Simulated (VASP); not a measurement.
Pd: single point with PBE

The system is Pd.

```
CELL_PARAMETERS angstrom
2.49495 0.00000 0.00000
-1.24747 2.16069 0.00000
0.00000 0.00000 4.14879
ATOMIC_POSITIONS crystal
Pd 0.66667 0.33333 0.75000
Pd 0.33333 0.66667 0.25000
```

This isn't the form of Pd at room conditions, which is fcc.

```
Program                : VASP 6.6.1
Task                   : single point
Functional             : PBE
Potentials or basis    : VASP PAW PBE potentials, release 64 (Pd)
Cutoff                 : 520 eV
k mesh                 : 14 × 14 × 7
Occupations            : fermi-dirac, width 0.05 eV
Spin                   : no spin polarisation
Dipole correction      : no
Further INCAR settings : ALGO = Normal; EDIFF = 1e-06; NBANDS = 17
```

| Item | Value |
| --- | --- |
| Pressure | 124.8 GPa |
| Band gap on the k mesh | zero (bands 10 and 11 overlap by 1.30 eV) |

Stress tensor (GPa, compression positive):
```
124.72   0.00   0.00
  0.00 124.72   0.00
  0.00   0.00 125.02
```

Levels at points of the mesh, in eV from the Fermi level:
```csv
k point,band 8,band 9,band 10,band 11,band 12,band 13
"(0.00, 0.00, 0.00)",-2.67,-2.67,-0.41,-0.41,0.20,9.59
"(0.50, 0.00, 0.00)",0.05,0.09,0.37,3.25,5.87,11.75
```

It took 23 s on 1 thread of Intel Xeon 8259CL, with other jobs on the host, peak memory 0.16 GiB.

Caveat: the cell stands under pressure.
